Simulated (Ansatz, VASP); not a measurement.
## Au: VASP beside Ansatz

INCAR

```
SYSTEM = Au
  ALGO = Normal
  EDIFF = 1E-6
  ENCUT = 520
  GGA = PE
  ISIF = 2
  ISMEAR = 0
  LASPH = .True.
  LCHARG = .True.
  LELF = .True.
  LREAL = .False.
  LVHAR = .True.
  LWAVE = .False.
  NBANDS = 12
  NELM = 80
  PREC = Accurate
  SIGMA = 0.15
```

File KPOINTS:

```
k-points
0
Gamma
  20 20 20
  0 0 0
```

Contents of POSCAR:

```
Au
1.0
    0.0000000000      1.9841350000      2.0455000000
    1.9841350000      0.0000000000      2.0455000000
    1.9841350000      1.9841350000      0.0000000000
Au
1
Direct
    0.0000000000      0.0000000000      0.0000000000
```

Input for Ansatz:

```yaml
crystal:
  lattice:
    - [0.0, 1.984135, 2.0455]
    - [1.984135, 0.0, 2.0455]
    - [1.984135, 1.984135, 0.0]
  atoms:
    - { symbol: Au, position: [0.0, 0.0, 0.0] }
basis:
  ecutwfc: 420
kpoints:
  mp_grid: { grid: [20, 20, 20] }
hamiltonian:
  xc: pbe
scf:
  occupations: { method: gaussian, width: 0.15 }
output:
  forces: true
  stress: true
  eigenvalues: true
```

Change from the starting cell: strain -0.030 along x and y, +0.000 along z, atoms carried along.

Alike in both runs: task single point; functional PBE; k mesh 20 × 20 × 20; occupations gaussian, width 0.15 eV; no spin polarisation.

|  | VASP | Ansatz |
| --- | --- | --- |
| version | VASP 6.6.1 | Ansatz 0.2.0 |
| potentials or method | VASP PAW PBE potentials, release 64 (Au), cutoff 520 eV | scalar-relativistic, plane waves, PAW |
| valence electrons in the cell | 11 | 19 |

Ansatz gave:

```
gap on the k mesh at the Fermi level (eV)                     : none
pressure (GPa)                                                : 21.2
traceless stress, the component that is largest in VASP (GPa) : -0.91
```

**Question.** Estimate VASP's values.

**Answer.** gap on the k mesh at the Fermi level (eV): none; pressure (GPa): 20.8; traceless stress, the component that is largest in VASP (GPa): -0.92.

A gap of «none» marks a metal or a gap that the smearing closes. VASP's potentials hold 11 valence electrons a cell and Ansatz's 19, so a difference there can come from the potentials and not from the codes.

Neither program's run includes spin-orbit coupling.
